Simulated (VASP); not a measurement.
# GaGe (F-43m) in VASP: settings compared

Aim: see how the results for GaGe move with the level of theory and the settings. Levels: PBE0, LDA. Tasks: single point.

Everything below comes from runs of VASP 6.6.1. Logs are shortened: lines on timing, memory, paths and dates and some standing lists are left out, and cuts for length are marked.

### 1 The cell of the first run

The structure is cubic, space group F-43m (No. 216). Conventional cell: a = 5.677 Å, b = 5.677 Å, c = 5.677 Å, α = 90.00°, β = 90.00°, γ = 90.00°. Ge (site symmetry -43m) has 4 Ga at 2.46 Å within 3.2 Å. Ga (site symmetry -43m) has 4 Ge at 2.46 Å within 3.2 Å.

### 2 Single point, PBE0

The input, POSCAR:

```
GaGe
1.0
    0.0000000000      2.8386877276      2.8386877276
    2.8386877276      0.0000000000      2.8386877276
    2.8386877276      2.8386877276      0.0000000000
Ge Ga
1 1
Direct
    0.0000000000      0.0000000000      0.0000000000
    0.2500000000      0.2500000000      0.2500000000
```

The input, INCAR.step1:

```
PREC = Accurate
ENCUT = 520
EDIFF = 1E-5
ISMEAR = -1
SIGMA = 0.05
LREAL = F
LASPH = T
NELM = 100
ALGO = Normal
ISIF = 2
LWAVE = T
GGA = PE
NBANDS = 20
```

The input, INCAR.step2:

```
PREC = Accurate
ENCUT = 520
EDIFF = 1E-6
ISMEAR = -1
SIGMA = 0.05
LREAL = F
LASPH = T
NELM = 100
ALGO = Normal
ISIF = 2
LWAVE = F
LCHARG = T
GGA = PE
LHFCALC = T
AEXX = 0.25
PRECFOCK = Normal
LELF = T
LVHAR = T
ISTART = 1
NBANDS = 20
```

The input, KPOINTS:

```
regular mesh
0
Gamma
  4 4 4
```

Potentials or basis: VASP PAW PBE potentials, release 64 (Ge_d, Ga_d).

Command:

```bash
$ cat potpaw_PBE.64/Ge_d/POTCAR potpaw_PBE.64/Ga_d/POTCAR > POTCAR
$ cp INCAR.step1 INCAR
$ mpirun -np 1 vasp_std > vasp.out
$ cp INCAR.step2 INCAR
$ mpirun -np 1 vasp_std > vasp.out
```

OUTCAR:

```text
PREC = Accurate
   ENCUT = 520
   EDIFF = 1E-6
   ISMEAR = -1
   LREAL = F
   LASPH = T
   NELM = 100
   ISIF = 2
   GGA = PE
   LHFCALC = T
   AEXX = 0.25
   PRECFOCK = Normal
   ISTART = 1

 ion  position               nearest neighbor table
   1  0.000  0.000  0.000-   2 2.46   2 2.46   2 2.46   2 2.46
   2  0.250  0.250  0.250-   1 2.46   1 2.46   1 2.46   1 2.46

  LATTYP: Found a face centered cubic cell.
 ALAT       =     5.6773754552

  Lattice vectors:

 A1 = (   0.0000000000,   2.8386877276,   2.8386877276)
 A2 = (   2.8386877276,   0.0000000000,   2.8386877276)
 A3 = (   2.8386877276,   2.8386877276,   0.0000000000)

Analysis of symmetry for initial positions (statically):
=====================================================================
 Subroutine PRICEL returns:
 Original cell was already a primitive cell.

 Routine SETGRP: Setting up the symmetry group for a
 face centered cubic supercell.

 Subroutine GETGRP returns: Found 24 space group operations
 (whereof 24 operations were pure point group operations)
 out of a pool of 48 trial point group operations.

The static configuration has the point symmetry T_d .

Analysis of symmetry for dynamics (positions and initial velocities):
=====================================================================
 Subroutine PRICEL returns:
 Original cell was already a primitive cell.

 Routine SETGRP: Setting up the symmetry group for a
 face centered cubic supercell.

 Subroutine GETGRP returns: Found 24 space group operations
 (whereof 24 operations were pure point group operations)
 out of a pool of 48 trial point group operations.

The dynamic configuration has the point symmetry T_d .

 Subroutine INISYM returns: Found 24 space group operations
 (whereof 24 operations are pure point group operations),
 and found     1 'primitive' translations

----------------------------------------------------------------------------------------

                                     Primitive cell

  volume of cell :      45.7491

  direct lattice vectors                    reciprocal lattice vectors
     0.000000000  2.838687728  2.838687728    -0.176137726  0.176137726  0.176137726
     2.838687728  0.000000000  2.838687728     0.176137726 -0.176137726  0.176137726
     2.838687728  2.838687728  0.000000000     0.176137726  0.176137726 -0.176137726

  length of vectors
     4.014510684  4.014510684  4.014510684     0.305079490  0.305079490  0.305079490

  position of ions in fractional coordinates (direct lattice)
     0.000000000  0.000000000  0.000000000
     0.250000000  0.250000000  0.250000000

  ion indices of the primitive-cell ions
   primitive index   ion index
                 1           1
                 2           2

----------------------------------------------------------------------------------------

 KPOINTS: regular mesh

Automatic generation of k-mesh.
 Grid dimensions read from file:
 generate k-points for:    4    4    4

 Generating k-lattice:

  Cartesian coordinates                     Fractional coordinates (reciprocal lattice)
    -0.044034431  0.044034431  0.044034431     0.250000000  0.000000000  0.000000000
     0.044034431 -0.044034431  0.044034431     0.000000000  0.250000000  0.000000000
     0.044034431  0.044034431 -0.044034431     0.000000000  0.000000000  0.250000000

  Length of vectors
     0.076269872  0.076269872  0.076269872

  Shift w.r.t. Gamma in fractional coordinates (k-lattice)
     0.000000000  0.000000000  0.000000000

 Subroutine IBZKPT returns following result:
 ===========================================

 Found      8 irreducible k-points:

 Following reciprocal coordinates:
            Coordinates               Weight
  0.000000  0.000000  0.000000      1.000000
  0.250000  0.000000  0.000000      8.000000
  0.500000  0.000000  0.000000      4.000000
  0.250000  0.250000  0.000000      6.000000
  0.500000  0.250000  0.000000     24.000000
 -0.250000  0.250000  0.000000     12.000000
  0.500000  0.500000  0.000000      3.000000
 -0.250000  0.500000  0.250000      6.000000
   k-points           NKPTS =      8   k-points in BZ     NKDIM =     64   number of bands    NBANDS=     20
   number of dos      NEDOS =    301   number of ions     NIONS =      2
   total plane-waves  NPLWV =  27000
   dimension x,y,z NGX =    30 NGY =   30 NGZ =   30
   dimension x,y,z NGXF=    60 NGYF=   60 NGZF=   60
   ions per type =               1   1
   NGX,Y,Z   is equivalent  to a cutoff of  12.42, 12.42, 12.42 a.u.
   NGXF,Y,Z  is equivalent  to a cutoff of  24.85, 24.85, 24.85 a.u.
 SYSTEM =  unknown system
   PREC   = accura    normal or accurate (medium, high low for compatibility)
   ISTART =      1    job   : 0-new  1-cont  2-samecut
   ICHARG =      0    charge: 1-file 2-atom 10-const
   ISPIN  =      1    spin polarized calculation?
   LNONCOLLINEAR =      F non collinear calculations
   LSORBIT =      F    spin-orbit coupling
   LASPH  =      T    aspherical Exc in radial PAW
   ENCUT  =  520.0 eV  38.22 Ry    6.18 a.u.   7.46  7.46  7.46*2*pi/ulx,y,z
   NELM   =    100;   NELMIN=  2; NELMDL=  0     # of ELM steps
   EDIFF  = 0.1E-05   stopping-criterion for ELM
   LREAL  =      F    real-space projection
   EDIFFG = 0.1E-04   stopping-criterion for IOM
   NSW    =      0    number of steps for IOM
   IBRION =     -1    ionic relax: 0-MD 1-quasi-New 2-CG
   NFREE  =      0    steps in history (QN), initial steepest desc. (CG)
   ISIF   =      2    stress and relaxation
   ISYM   =      3    0-nonsym 1-usesym 2-fastsym
   POTIM  = 0.5000    time-step for ionic-motion
   TEBEG  =    0.0;   TEEND  =   0.0 temperature during run
   PSTRESS=    0.0 pullay stress
   NELECT =      27.0000    total number of electrons
   NUPDOWN=      -1.0000    fix difference up-down
   EMIN   =  10.00;   EMAX   =-10.00  energy-range for DOS
   EFERMI =   0.00;   METHOD = LEGACY
   ISMEAR =    -1;   SIGMA  =   0.05  broadening in eV -4-tet -1-fermi 0-gaus
   EFERMI_NEDOS =   21; number of points for ismear=-14 and -15
   IALGO  =     38    algorithm
   IMIX   =      1    mixing-type and parameters
     AMIX     =   0.40;   BMIX     =  1.00
     AMIX_MAG =   1.60;   BMIX_MAG =  1.00
  volume/ion in A,a.u.               =      22.87       154.37
  Fermi-wavevector in a.u.,A,eV,Ry     =   1.373204  2.594980 25.656368  1.885690
  Thomas-Fermi vector in A             =   2.498742
   LORBIT       =      0    0 simple, 1 ext, 2 COOP (PROOUT), +10 PAW based schemes
   GGA     = PE    functional components
   LHFCALC =     T    Hartree Fock is set to
   PRECFOCK=normal    Normal, Fast or Accurate (Low or Medium for compatibility)
   ENCUT4O =  -1.0   cutoff for four orbital integrals eV
   NKREDX  =     1    reduce k-point grid by
   NKREDY  =     1    reduce k-point grid by
   NKREDZ  =     1    reduce k-point grid by
   AEXX    =    0.2500 exact exchange contribution
   HFSCREEN=    0.0000 screening length (either q_TF or 0.3 A-1)
   HFSCREENC=   0.0000 screening length for correlation (either q_TF or 0.3 A-1)
   ENCUTFOCK=  -1.0 apply spherical cutoff to Coloumb kernel
   IVDW    =     0    specifies the selected vdW correction
   LEPSILON=     F    determine dielectric tensor
   LRPA    =     F    only Hartree local field effects (RPA)
 non-spin polarized calculation
  energy-cutoff  :      520.00
  volume of cell :       45.75
 maximum number of plane-waves:      1243
 NGX is ok and might be reduce to    30
  NGX = 24; NGY = 24; NGZ = 24

 number of electron      26.9999994 magnetization

 Free energy of the ion-electron system (eV)
  ---------------------------------------------------
  ext. energy  EPLUGINS =         0.00000000
  ---------------------------------------------------
  free energy    TOTEN  =        -9.01855654 eV

  energy without entropy =       -9.00581486  energy(sigma->0) =       -9.01218570

 E-fermi :   3.6125     XC(G=0):  -7.7809

 val. band max:        3.5956600013   @ k =  -0.2500   0.2500   0.0000
 cond. band min:       4.1093393365   @ k =   0.5000   0.0000   0.0000
 fundamental gap:      0.5136793352
 Fermi energy:         3.6124769855

 k-point     1 :       0.0000    0.0000    0.0000
  band No.  band energies     occupation
      1     -24.2632      2.00000
      2     -24.2632      2.00000
      3     -24.2632      2.00000
      4     -24.2396      2.00000
      5     -24.2396      2.00000
      6     -14.1940      2.00000
[... 12 lines left out ...]
     19      12.3988      0.00000
     20      15.5834      0.00000

 k-point     2 :       0.2500    0.0000    0.0000
  band No.  band energies     occupation
      1     -24.2628      2.00000
      2     -24.2616      2.00000
      3     -24.2616      2.00000
      4     -24.2393      2.00000
      5     -24.2393      2.00000
      6     -14.2059      2.00000
[... 12 lines left out ...]
     19      13.7914      0.00000
     20      14.2253      0.00000

 k-point     3 :       0.5000    0.0000    0.0000
  band No.  band energies     occupation
      1     -24.2625      2.00000
      2     -24.2601      2.00000
      3     -24.2601      2.00000
      4     -24.2388      2.00000
      5     -24.2388      2.00000
      6     -14.2183      2.00000
[... 12 lines left out ...]
     19      16.7265      0.00000
     20      17.5347      0.00000

 k-point     4 :       0.2500    0.2500    0.0000
  band No.  band energies     occupation
      1     -24.2652      2.00000
      2     -24.2595      2.00000
      3     -24.2595      2.00000
      4     -24.2411      2.00000
      5     -24.2377      2.00000
      6     -14.2195      2.00000
[... 12 lines left out ...]
     19      13.4901      0.00000
     20      16.5367      0.00000

 k-point     5 :       0.5000    0.2500    0.0000
  band No.  band energies     occupation
      1     -24.2641      2.00000
      2     -24.2587      2.00000
      3     -24.2580      2.00000
      4     -24.2407      2.00000
      5     -24.2373      2.00000
      6     -14.2273      2.00000
[... 12 lines left out ...]
     19      16.3697      0.00000
     20      17.6771      0.00000

 k-point     6 :      -0.2500    0.2500    0.0000
  band No.  band energies     occupation
      1     -24.2618      2.00000
      2     -24.2605      2.00000
      3     -24.2597      2.00000
      4     -24.2392      2.00000
      5     -24.2389      2.00000
      6     -14.2179      2.00000
[... 12 lines left out ...]
     19      13.5002      0.00000
     20      15.9524      0.00000

 k-point     7 :       0.5000    0.5000    0.0000
  band No.  band energies     occupation
      1     -24.2671      2.00000
      2     -24.2561      2.00000
      3     -24.2561      2.00000
      4     -24.2424      2.00000
      5     -24.2357      2.00000
      6     -14.2422      2.00000
[... 12 lines left out ...]
     19      17.8561      0.00000
     20      19.1124      0.00000

 k-point     8 :      -0.2500    0.5000    0.2500
  band No.  band energies     occupation
      1     -24.2625      2.00000
      2     -24.2608      2.00000
      3     -24.2560      2.00000
      4     -24.2407      2.00000
      5     -24.2374      2.00000
      6     -14.2292      2.00000
[... 12 lines left out ...]
     19      17.5675      0.00000
     20      18.1459      0.00000

------------------------ aborting loop because EDIFF is reached ----------------------------------------

  FORCE on cell =-STRESS in cart. coord.  units (eV):
  Direction    XX          YY          ZZ          XY          YZ          ZX
  --------------------------------------------------------------------------------------
  -------------------------------------------------------------------------------------
  Total        0.4649703      0.4649703      0.4649703      0.0000000     -0.0000000      0.0000000
  in kB       16.2836933     16.2836933     16.2836933      0.0000000     -0.0000000      0.0000000
  external PRESSURE =      16.2836933 kB  Pullay stress =       0.0000000 kB

 VOLUME and BASIS-vectors are now :
 -----------------------------------------------------------------------------
  energy-cutoff  :      520.00
  volume of cell :       45.75
      direct lattice vectors                 reciprocal lattice vectors
     0.000000000  2.838687728  2.838687728    -0.176137726  0.176137726  0.176137726
     2.838687728  0.000000000  2.838687728     0.176137726 -0.176137726  0.176137726
     2.838687728  2.838687728  0.000000000     0.176137726  0.176137726 -0.176137726

 POSITION                                       TOTAL-FORCE (eV/Angst)
 -----------------------------------------------------------------------------------
      0.00000      0.00000      0.00000        -0.000000     -0.000000     -0.000000
      1.41934      1.41934      1.41934         0.000000      0.000000      0.000000
 -----------------------------------------------------------------------------------
    total drift:                               -0.000000     -0.000010     -0.000002

  FREE ENERGIE OF THE ION-ELECTRON SYSTEM (eV)
  ---------------------------------------------------
  free  energy   TOTEN  =        -9.0185565445 eV

  energy  without entropy=       -9.0058148577  energy(sigma->0) =       -9.01218570
```

It took 8.3 min on 1 thread of Intel Xeon 6975P-C (Granite Rapids), shared host; peak memory 0.17 GiB.

Results:

| Quantity | Value |
| --- | --- |
| Free energy | -9.0186 eV |
| Pressure | 1.6 GPa |

Caveat: the k points lie up to 0.48 Å⁻¹ apart; the PAW data sets were made with another functional, which shifts forces and pressure a little.

### 3 Single point, PBE0

This run uses another cell than the first one, of 23.36 Å³/atom, 1.021 times its volume.

The input, POSCAR:

```
GaGe
1.0
    0.0000000000      2.8586791449      2.8586791449
    2.8586791449      0.0000000000      2.8586791449
    2.8586791449      2.8586791449      0.0000000000
Ge Ga
1 1
Direct
    0.0000000000      0.0000000000      0.0000000000
    0.2500000000      0.2500000000      0.2500000000
```

The input, INCAR.step1:

```
SYSTEM = GaGe
PREC = Accurate
ENCUT = 520
EDIFF = 1E-5
ISMEAR = -1
SIGMA = 0.05
LREAL = .FALSE.
LASPH = .TRUE.
NELM = 60
ALGO = Normal
ISIF = 2
LWAVE = .TRUE.
LCHARG = .FALSE.
NBANDS = 20
GGA = PE
```

The input, INCAR.step2:

```
SYSTEM = GaGe
PREC = Accurate
ENCUT = 520
EDIFF = 1E-6
ISMEAR = -1
SIGMA = 0.05
LREAL = .FALSE.
LASPH = .TRUE.
NELM = 60
ALGO = Normal
ISIF = 2
LWAVE = .FALSE.
LCHARG = .FALSE.
GGA = PE
LHFCALC = .TRUE.
AEXX = 0.25
PRECFOCK = Normal
NBANDS = 20
ISTART = 1
```

The input, KPOINTS:

```
Automatic mesh
0
G
  4 4 4
  0 0 0
```

Potentials or basis: VASP PAW PBE potentials, release 64 (Ge_d, Ga_d).

Command:

```bash
$ cat potpaw_PBE.64/Ge_d/POTCAR potpaw_PBE.64/Ga_d/POTCAR > POTCAR
$ cp INCAR.step1 INCAR
$ mpirun -np 1 vasp_std > vasp.out
$ cp INCAR.step2 INCAR
$ mpirun -np 1 vasp_std > vasp.out
```

It took 8.2 min on 1 thread of Intel Xeon 6975P-C (Granite Rapids), shared host; peak memory 0.18 GiB.

Results (log left out):

* Free energy: -9.0238 eV
* Pressure: 0.3 GPa

Levels at points of the mesh, in eV from the Fermi level:
| k point | band 12 | band 13 | band 14 | band 15 | band 16 | band 17 |
| --- | --- | --- | --- | --- | --- | --- |
| (0.00, 0.00, 0.00) | 2.09 | 2.09 | 2.09 | 3.37 | 5.16 | 5.16 |
| (0.50, 0.00, 0.00) | -6.89 | 0.49 | 0.49 | 2.92 | 6.14 | 6.14 |
| (0.50, 0.50, 0.00) | -7.29 | -2.23 | -2.23 | 2.80 | 2.98 | 12.74 |

Caveat: the k points lie up to 0.48 Å⁻¹ apart; the PAW data sets were made with another functional, which shifts forces and pressure a little.

### 4 Single point, LDA

The input, INCAR:

```
SYSTEM = GaGe
PREC = Accurate ; ENCUT = 520
EDIFF = 1E-6 ; ISMEAR = -1
SIGMA = 0.05 ; LREAL = .False.
LASPH = .True. ; NELM = 60
ALGO = Normal ; ISIF = 2
LWAVE = .False. ; LCHARG = .False.
NBANDS = 20
```

The input, KPOINTS:

```
Automatic mesh
0
Gamma
  8 8 8
  0 0 0
```

The input, POSCAR:

```
GaGe
1.0
    0.0000000000      2.8386877276      2.8386877276
    2.8386877276      0.0000000000      2.8386877276
    2.8386877276      2.8386877276      0.0000000000
Ge Ga
1 1
Direct
    0.0000000000      0.0000000000      0.0000000000
    0.2500000000      0.2500000000      0.2500000000
```

Potentials or basis: VASP PAW LDA potentials, release 64 (Ge_d, Ga_d).

Command:

```bash
$ cat potpaw_LDA.64/Ge_d/POTCAR potpaw_LDA.64/Ga_d/POTCAR > POTCAR
$ mpirun -np 1 vasp_std > vasp.out
```

Run time: 44 s. Hardware: 1 thread of Intel Xeon 6975P-C, shared host; peak memory 0.16 GiB.

The run converged. Its results:

```yaml
Free_energy: -8.4381 eV
Pressure: -1.0 GPa
```

Levels at points of the mesh, in eV from the Fermi level:
```tsv
k point	band 12	band 13	band 14	band 15	band 16	band 17
(0.00, 0.00, 0.00)	1.82	1.82	1.82	2.53	4.49	4.49
(0.50, 0.00, 0.00)	-5.59	0.41	0.41	2.28	5.49	5.49
(0.50, 0.50, 0.00)	-5.99	-1.34	-1.34	2.31	2.45	11.53
```

### 5 Single point, LDA

INCAR: that of step 4 with these lines changed.

```diff
@@ -6,3 +6,4 @@
 ALGO = Normal ; ISIF = 2
-LWAVE = .False. ; LCHARG = .False.
+LWAVE = .False. ; LCHARG = .True.
+LELF = .True. ; LVHAR = .True.
 NBANDS = 20
```

KPOINTS is that of step 4.

The input, POSCAR:

```
GaGe
1.0
    0.0000000000      2.8586791449      2.8586791449
    2.8586791449      0.0000000000      2.8586791449
    2.8586791449      2.8586791449      0.0000000000
Ge Ga
1 1
Direct
    0.0000000000      0.0000000000      0.0000000000
    0.2500000000      0.2500000000      0.2500000000
```

Command:

```bash
$ cat potpaw_LDA.64/Ge_d/POTCAR potpaw_LDA.64/Ga_d/POTCAR > POTCAR
$ mpirun -np 1 vasp_std > vasp.out
```

It took 45 s on 1 thread of Intel Xeon 6975P-C, shared host; peak memory 0.16 GiB.

It converged, with:

| Property | Result |
| --- | --- |
| Free energy | -8.4287 eV |
| Pressure | -2.1 GPa |

Levels at points of the mesh, in eV from the Fermi level:
| k point | band 12 | band 13 | band 14 | band 15 | band 16 | band 17 |
| --- | --- | --- | --- | --- | --- | --- |
| (0.00, 0.00, 0.00) | 1.77 | 1.77 | 1.77 | 2.31 | 4.44 | 4.44 |
| (0.50, 0.00, 0.00) | -5.52 | 0.40 | 0.40 | 2.17 | 5.44 | 5.44 |
| (0.50, 0.50, 0.00) | -5.94 | -1.31 | -1.31 | 2.30 | 2.43 | 11.32 |

### 6 Overview

```tsv
level	potentials or basis	cell	k mesh	grid for exact exchange (PRECFOCK)	gap on the mesh (eV)	pressure (GPa)
PBE0	VASP PAW PBE potentials, release 64 (Ge_d, Ga_d)	a = 4.015 Å, angles 60.0°, 2 atoms	4 × 4 × 4	Normal	none	1.6
PBE0	VASP PAW PBE potentials, release 64 (Ge_d, Ga_d)	a = 4.043 Å, angles 60.0°, 2 atoms	4 × 4 × 4	Normal	none	0.3
LDA	VASP PAW LDA potentials, release 64 (Ge_d, Ga_d)	a = 4.015 Å, angles 60.0°, 2 atoms	8 × 8 × 8	-	none	-1.0
LDA	VASP PAW LDA potentials, release 64 (Ge_d, Ga_d)	a = 4.043 Å, angles 60.0°, 2 atoms	8 × 8 × 8	-	none	-2.1
```

Alike in all rows: task single point; no spin polarisation; cutoff (eV) 520; smearing fermi-dirac 0.05 eV.

Caveats: some runs use coarse meshes; the PAW data sets were made with another functional, which shifts forces and pressure a little (some runs).

Absolute energies hang on the potentials; compare differences alone.
